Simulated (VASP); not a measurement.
# Al (Fm-3m) in VASP: settings compared

Al is run at these levels: PBE, revPBE, LDA; tasks: single point.

Program: VASP 6.6.1. These are calculated values, not measurements. Logs are shortened: lines on timing, memory, paths and dates and some standing lists are left out, and cuts for length are marked.

## Step 1: The cell of the first run

The structure is cubic, space group Fm-3m (No. 225). The conventional cell has a = 4.039 Å, b = 4.039 Å, c = 4.039 Å, α = 90.00°, β = 90.00°, γ = 90.00°. Within 3.8 Å of Al (site symmetry m-3m) lie 12 Al at 2.86 Å.

## Step 2: Single point, PBE

INCAR

```
SYSTEM = Al
ALGO     = Normal         ! electronic algorithm
EDIFF    = 1E-6           ! SCF threshold, eV
ENCUT    = 500            ! plane-wave cutoff, eV
GGA      = PE             ! functional
GGA_COMPAT= .False.      
ISIF     = 2              ! what is computed and relaxed
ISMEAR   = 0              ! smearing method
LASPH    = .True.         ! aspherical terms in the spheres
LCHARG   = .True.         ! write CHGCAR
LELF     = .True.         ! ELF
LREAL    = .False.        ! projectors in reciprocal space
LVHAR    = .True.       
LWAVE    = .False.        ! write WAVECAR
NBANDS   = 8              ! bands
NELM     = 120            ! most SCF steps
PREC     = Accurate       ! precision mode
SIGMA    = 0.14           ! smearing width, eV
```

KPOINTS

```
k-points
0
Gamma
  9 9 9
  0 0 0
```

POSCAR

```
Al
1.0
    0.0000000000      2.0194648466      2.0194648466
    2.0194648466      0.0000000000      2.0194648466
    2.0194648466      2.0194648466      0.0000000000
Al
1
Direct
    0.0000000000      0.0000000000      0.0000000000
```

Potentials or basis: VASP PAW PBE potentials, release 64 (Al).

Started as:

```
cat potpaw_PBE.64/Al/POTCAR > POTCAR
mpirun -np 1 vasp_std > vasp.out
```

OUTCAR:

```text
SYSTEM = Al
   EDIFF = 1E-6
   ENCUT = 500
   GGA = PE
   ISIF = 2
   ISMEAR = 0
   LASPH = .True.
   LREAL = .False.
   NELM = 120
   PREC = Accurate

 ion  position               nearest neighbor table
   1  0.000  0.000  0.000-

  LATTYP: Found a face centered cubic cell.
 ALAT       =     4.0389296932

  Lattice vectors:

 A1 = (   0.0000000000,   2.0194648466,   2.0194648466)
 A2 = (   2.0194648466,   0.0000000000,   2.0194648466)
 A3 = (   2.0194648466,   2.0194648466,   0.0000000000)

Analysis of symmetry for initial positions (statically):
=====================================================================
 Subroutine PRICEL returns:
 Original cell was already a primitive cell.

 Routine SETGRP: Setting up the symmetry group for a
 face centered cubic supercell.

 Subroutine GETGRP returns: Found 48 space group operations
 (whereof 48 operations were pure point group operations)
 out of a pool of 48 trial point group operations.

The static configuration has the point symmetry O_h .

Analysis of symmetry for dynamics (positions and initial velocities):
=====================================================================
 Subroutine PRICEL returns:
 Original cell was already a primitive cell.

 Routine SETGRP: Setting up the symmetry group for a
 face centered cubic supercell.

 Subroutine GETGRP returns: Found 48 space group operations
 (whereof 48 operations were pure point group operations)
 out of a pool of 48 trial point group operations.

The dynamic configuration has the point symmetry O_h .

 Subroutine INISYM returns: Found 48 space group operations
 (whereof 48 operations are pure point group operations),
 and found     1 'primitive' translations

----------------------------------------------------------------------------------------

                                     Primitive cell

  volume of cell :      16.4717

  direct lattice vectors                    reciprocal lattice vectors
     0.000000000  2.019464847  2.019464847    -0.247590346  0.247590346  0.247590346
     2.019464847  0.000000000  2.019464847     0.247590346 -0.247590346  0.247590346
     2.019464847  2.019464847  0.000000000     0.247590346  0.247590346 -0.247590346

  length of vectors
     2.855954575  2.855954575  2.855954575     0.428839059  0.428839059  0.428839059

  position of ions in fractional coordinates (direct lattice)
     0.000000000  0.000000000  0.000000000

  ion indices of the primitive-cell ions
   primitive index   ion index
                 1           1

[... 70 lines left out ...]
   NELM   =    120;   NELMIN=  2; NELMDL= -5     # of ELM steps
   EDIFF  = 0.1E-05   stopping-criterion for ELM
   LREAL  =      F    real-space projection
   EDIFFG = 0.1E-04   stopping-criterion for IOM
   NSW    =      0    number of steps for IOM
   IBRION =     -1    ionic relax: 0-MD 1-quasi-New 2-CG
   NFREE  =      0    steps in history (QN), initial steepest desc. (CG)
   ISIF   =      2    stress and relaxation
   ISYM   =      2    0-nonsym 1-usesym 2-fastsym
   POTIM  = 0.5000    time-step for ionic-motion
   TEBEG  =    0.0;   TEEND  =   0.0 temperature during run
   PSTRESS=    0.0 pullay stress
   NELECT =       3.0000    total number of electrons
   NUPDOWN=      -1.0000    fix difference up-down
   EMIN   =  10.00;   EMAX   =-10.00  energy-range for DOS
   EFERMI =   0.00;   METHOD = LEGACY
   ISMEAR =     0;   SIGMA  =   0.14  broadening in eV -4-tet -1-fermi 0-gaus
   EFERMI_NEDOS =   21; number of points for ismear=-14 and -15
   IALGO  =     38    algorithm
   IMIX   =      4    mixing-type and parameters
     AMIX     =   0.40;   BMIX     =  1.00
     AMIX_MAG =   1.60;   BMIX_MAG =  1.00
  volume/ion in A,a.u.               =      16.47       111.16
  Fermi-wavevector in a.u.,A,eV,Ry     =   0.927974  1.753616 11.716453  0.861135
  Thomas-Fermi vector in A             =   2.054101
   LORBIT       =      0    0 simple, 1 ext, 2 COOP (PROOUT), +10 PAW based schemes
   GGA     = PE    functional components
   LHFCALC =     F    Hartree Fock is set to
   AEXX    =    0.0000 exact exchange contribution
   IVDW    =     0    specifies the selected vdW correction
   LEPSILON=     F    determine dielectric tensor
   LRPA    =     F    only Hartree local field effects (RPA)
 non-spin polarized calculation
 Gauss-broadening in eV      SIGMA  =   0.14
  energy-cutoff  :      500.00
  volume of cell :       16.47
 maximum number of plane-waves:       432
 NGX is ok and might be reduce to    24
   NGX = 11   NGY = 11   NGZ = 11

 number of electron       3.0000000 magnetization

 Free energy of the ion-electron system (eV)
  ---------------------------------------------------
  ext. energy  EPLUGINS =         0.00000000
  ---------------------------------------------------
  free energy    TOTEN  =        -3.71880824 eV

  energy without entropy =       -3.71274655  energy(sigma->0) =       -3.71577740

 E-fermi :   7.9859     XC(G=0): -10.2021

 val. band max:        7.8834097134   @ k =   0.4444   0.4444   0.0000
 cond. band min:       8.0241609343   @ k =  -0.4444   0.3333   0.1111
 fundamental gap:      0.1407512208
 Fermi energy:         7.9858683523

 k-point     1 :       0.0000    0.0000    0.0000
  band No.  band energies     occupation
      1      -3.1275      2.00000
      2      20.6478      0.00000
      3      20.6478      0.00000
      4      20.6478      0.00000
      5      22.1530      0.00000
      6      22.1530      0.00000
      7      22.1530      0.00000
      8      24.4976      0.00000
[... 243 lines left out ...]
 k-point    24 :       0.4444    0.4444    0.0000
  band No.  band energies     occupation
      1       3.8191      2.00000
      2       7.8834      1.69933
      3      13.3880      0.00000
      4      13.7165      0.00000
      5      13.7165      0.00000
      6      17.2060      0.00000
      7      33.0335      0.00000
      8      34.5902      0.00000

 [... further k-points ...]
[... 5 lines left out ...]
  --------------------------------------------------------------------------------------
  -------------------------------------------------------------------------------------
  Total        0.0395584      0.0395584      0.0395584      0.0000000      0.0000000     -0.0000000
  in kB        3.8477830      3.8477830      3.8477830      0.0000000      0.0000000     -0.0000000
  external PRESSURE =       3.8477830 kB  Pullay stress =       0.0000000 kB

 VOLUME and BASIS-vectors are now :
 -----------------------------------------------------------------------------
  energy-cutoff  :      500.00
  volume of cell :       16.47
      direct lattice vectors                 reciprocal lattice vectors
     0.000000000  2.019464847  2.019464847    -0.247590346  0.247590346  0.247590346
     2.019464847  0.000000000  2.019464847     0.247590346 -0.247590346  0.247590346
     2.019464847  2.019464847  0.000000000     0.247590346  0.247590346 -0.247590346

 POSITION                                       TOTAL-FORCE (eV/Angst)
 -----------------------------------------------------------------------------------
      0.00000      0.00000      0.00000         0.000000      0.000000      0.000000
 -----------------------------------------------------------------------------------
    total drift:                                0.000000     -0.000000     -0.000000

  FREE ENERGIE OF THE ION-ELECTRON SYSTEM (eV)
  ---------------------------------------------------
  free  energy   TOTEN  =        -3.7188082430 eV

  energy  without entropy=       -3.7127465493  energy(sigma->0) =       -3.71577740
```

OSZICAR:

```text
N       E                     dE             d eps       ncg     rms          rms(c)
DAV:   1    -0.215532355482E+01   -0.21553E+01   -0.91265E+02   560   0.207E+02
DAV:   2    -0.373404416081E+01   -0.15787E+01   -0.15294E+01   760   0.198E+01
DAV:   3    -0.374092716562E+01   -0.68830E-02   -0.68827E-02   736   0.153E+00
DAV:   4    -0.374094144790E+01   -0.14282E-04   -0.14283E-04   848   0.616E-02
DAV:   5    -0.374094150042E+01   -0.52517E-07   -0.52171E-07   728   0.231E-03    0.131E+00
DAV:   6    -0.372817938291E+01    0.12762E-01   -0.15725E-03   704   0.190E-01    0.761E-01
DAV:   7    -0.371881426385E+01    0.93651E-02   -0.47575E-03   736   0.310E-01    0.147E-01
DAV:   8    -0.371881012686E+01    0.41370E-05   -0.12447E-05   800   0.252E-02    0.887E-03
DAV:   9    -0.371880858911E+01    0.15378E-05   -0.82279E-07   744   0.405E-03    0.634E-04
DAV:  10    -0.371880824303E+01    0.34608E-06   -0.35376E-09   544   0.419E-04
   1 F= -.37188082E+01 E0= -.37157774E+01  d E =-.606169E-02
```

It took 2 s on 1 thread of Intel Xeon 6975P-C (Granite Rapids), shared host; peak memory 0.13 GiB.

What came out:

```
Free energy : -3.7188 eV
Pressure    : 0.4 GPa
```

Levels at points of the mesh, in eV from the Fermi level:
| k point | band 1 | band 2 | band 3 | band 4 | band 5 | band 6 |
| --- | --- | --- | --- | --- | --- | --- |
| (0.00, 0.00, 0.00) | -11.11 | 12.66 | 12.66 | 12.66 | 14.17 | 14.17 |

## Step 3: Single point, PBE

INCAR

```
ALGO     = Normal         # electronic algorithm
EDIFF    = 1E-6           # SCF threshold, eV
ENCUT    = 500            # plane-wave cutoff, eV
GGA      = PE             # functional
GGA_COMPAT= F            
ISIF     = 2              # what is computed and relaxed
ISMEAR   = 0              # smearing method
LASPH    = T              # aspherical terms in the spheres
LCHARG   = T              # write CHGCAR
LELF     = T              # ELF
LREAL    = F              # projectors in reciprocal space
LVHAR    = T            
LWAVE    = F              # write WAVECAR
NBANDS   = 8              # bands
NELM     = 120            # most SCF steps
PREC     = Accurate       # precision mode
SIGMA    = 0.1            # smearing width, eV
```

KPOINTS

```
k-points
0
Gamma
  10 10 10
```

Edit POSCAR of step 2 so:

```diff
@@ -8,2 +8,2 @@
 Direct
-    0.0000000000      0.0000000000      0.0000000000
+    0.0817929742     -0.0101701506     -0.0851693116
```

Potentials or basis: VASP PAW PBE potentials, release 64 (Al).

Started as:

```
cat potpaw_PBE.64/Al/POTCAR > POTCAR
mpirun -np 1 vasp_std > vasp.out
```

Run time: 2.4 s. Hardware: 1 thread of Intel Xeon 6975P-C (Granite Rapids), shared host; peak memory 0.12 GiB.

Results (log left out):

```yaml
Free_energy: -3.7279 eV
Pressure: -0.1 GPa
```

Levels at points of the mesh, in eV from the Fermi level:
| k point | band 1 | band 2 | band 3 | band 4 |
| --- | --- | --- | --- | --- |
| (0.00, 0.00, 0.00) | -11.28 | 12.49 | 12.49 | 12.49 |
| (0.50, 0.00, 0.00) | -4.73 | -4.52 | 11.29 | 11.29 |
| (0.50, 0.50, 0.00) | -3.06 | -1.73 | 5.12 | 5.47 |

[end of part 1 of 2]
